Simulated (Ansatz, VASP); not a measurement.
## Two plane-wave programs on BaHf3O2

```xyz
6
Lattice="6.1411 0.0000 0.0000 -3.0706 5.3184 0.0000 0.0000 0.0000 3.3944" Properties=species:S:1:pos:R:3 pbc="T T T"
Ba    0.0000    0.0000    0.0000
Hf    3.0706    0.0000    1.6972
Hf    1.5353    2.6592    1.6972
Hf   -1.5353    2.6592    1.6972
O     0.0000    3.5456    0.0000
O     3.0706    1.7728    0.0000
```

Change from the starting cell: species swapped into the ErB2Ru3 type (P6/mmm, No. 191).

Alike in both runs: task relaxation of cell and atoms; functional PBE; k mesh 6 × 6 × 12; occupations gaussian, width 0.1 eV; no spin polarisation.

```csv
,VASP,Ansatz
version,VASP 6.6.1,Ansatz 0.2.0
potentials or method,"VASP PAW PBE potentials, release 64 (Ba_sv, Hf_pv, O), cutoff 600 eV","scalar-relativistic, plane waves, PAW"
valence electrons in the cell,52,100
```

```csv
,VASP,Ansatz,Ansatz less VASP
"gap on the k mesh at the Fermi level, each at its own relaxed structure (eV)",none,none,-
relaxed volume (Å³/atom),17.83,17.90,+0.063
relaxed cell length with the largest relative difference (Å),6.504,6.519,+0.0147
```

A gap of «none» marks a metal or a gap that the smearing closes. VASP's potentials hold 52 valence electrons a cell and Ansatz's 100, so a difference there can come from the potentials and not from the codes.

Neither program's run includes spin-orbit coupling.
